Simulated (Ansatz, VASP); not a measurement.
# One calculation of SnSe, two programs

```xyz
2
Lattice="0.0000 2.9721 2.9721 2.9721 0.0000 2.9721 2.9721 2.9721 0.0000" Properties=species:S:1:pos:R:3 pbc="T T T"
Sn    0.0000    0.0000    0.0000
Se    2.9721    2.9721    2.9721
```

Change from the starting cell: hydrostatic strain -1.0%.

Alike in both runs: task single point; functional PBE; k mesh 8 × 8 × 8; occupations fermi-dirac, width 0.02 eV; no spin polarisation.

|  | VASP | Ansatz |
| --- | --- | --- |
| version | VASP 6.6.1 | Ansatz 0.2.0 |
| potentials or method | VASP PAW PBE potentials, release 64 (Sn_d, Se) | plane waves, PAW |
| plane-wave cutoff (eV) | 500 | 420 |
| valence electrons in the cell | 20 | 30 |

|  | VASP | Ansatz | Ansatz less VASP |
| --- | --- | --- | --- |
| pressure (GPa) | 3.1 | 3.1 | +0.01 |

The functional is the same, so the differences come from potentials, cutoffs and numerics. VASP's potentials hold 20 valence electrons a cell and Ansatz's 30, so a difference there can come from the potentials and not from the codes.
